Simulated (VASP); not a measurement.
Runs of VASP 6.6.1 on Ge. The structure is that of space group Fd-3m (No. 227), or close to it. The cells are those of the table. 

```tsv
cell	gap on the mesh (eV)	pressure (GPa)
a = 4.071, b = 4.000 Å, angles 60.6, 58.9, 60.6°, 2 atoms	none	-3.2
a = 4.081, b = 4.000 Å, angles 60.7, 58.7, 60.7°, 2 atoms	none	-3.5
a = 3.941, b = 4.000 Å, angles 59.5, 61.0, 59.5°, 2 atoms	-	1.1
a = 4.021, b = 4.000 Å, angles 60.2, 59.7, 60.2°, 2 atoms	none	(b)
a = 4.061, b = 4.000 Å, angles 60.5, 59.0, 60.5°, 2 atoms	none	(a)
a = 4.041, b = 4.000 Å, angles 60.3, 59.3, 60.3°, 2 atoms	none	-2.4
a = 3.961, b = 4.000 Å, angles 59.7, 60.7, 59.7°, 2 atoms	0.06	0.3
a = 3.981, b = 4.000 Å, angles 59.8, 60.3, 59.8°, 2 atoms	0.08	-0.4
```

Alike in all rows: task single point; level LDA; potentials or basis VASP PAW LDA potentials, release 64 (Ge_d); no spin polarisation; k mesh 14 × 14 × 14; cutoff (eV) 520; smearing gaussian 0.15 eV.

Task: Fill in the values left out.

Result: (a) -2.9; (b) -1.7.

A k mesh can miss the band edges, and the runs leave out spin-orbit coupling on Ge.

A gap of «none» marks levels without a gap at the run's occupations.
